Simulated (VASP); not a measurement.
Write the native input for VASP 6.6.1 that does the following.

* Task: single point
* Functional: PBE
* Potentials or basis: VASP PAW PBE potentials, release 64 (Au, Fe)
* Cutoff: 520 eV
* k mesh: 11 × 11 × 11
* Occupations: fermi-dirac, width 0.05 eV
* Spin: collinear spin, ferromagnetic start
* Starting moments: [0.0, 3.0] μB
* Dipole correction: no
* Further INCAR settings: ALGO = Normal; EDIFF = 1e-06; NBANDS = 20

The structure of FeAu lies in POSCAR:

```
FeAu
1.0
    1.4394362121      0.8310588846      4.5571118938
   -1.4394362121      0.8310588846      4.5571118938
    0.0000000000     -1.6621177691      4.5571118938
Au Fe
1 1
Direct
    0.0000000000      0.0000000000      0.0000000000
    0.5000000000      0.5000000000      0.5000000000
```

These files were run (other wordings do the same):

INCAR

```
PREC = Accurate
ENCUT = 520
EDIFF = 1E-6
ISMEAR = -1
SIGMA = 0.05
LREAL = False
LASPH = True
NELM = 150
ALGO = Normal
ISIF = 2
LWAVE = False
LCHARG = False
ISPIN = 2
MAGMOM = 0 3
LORBIT = 11
LMAXMIX = 4
GGA = PE
NBANDS = 20
```

KPOINTS

```
Automatic mesh
0
Gamma
  11 11 11
```

Potentials or basis: VASP PAW PBE potentials, release 64 (Au, Fe).

Launch:

```bash
$ cat potpaw_PBE.64/Au/POTCAR potpaw_PBE.64/Fe/POTCAR > POTCAR
$ mpirun -np 1 vasp_std > vasp.out
```

It gave:

| Property | Result |
| --- | --- |
| Pressure | -8.3 GPa |
| Net moment | 2.95 μB per cell |
| Site moments | Au +0.03; Fe +2.96 μB |
| Valence electrons inside the program's atomic spheres | Au 9.67; Fe 6.75 |

Caveat: the cell stands under tension.

It took 7.1 min on 1 thread of Intel Xeon 8259CL, with other jobs on the host, peak memory 0.35 GiB.
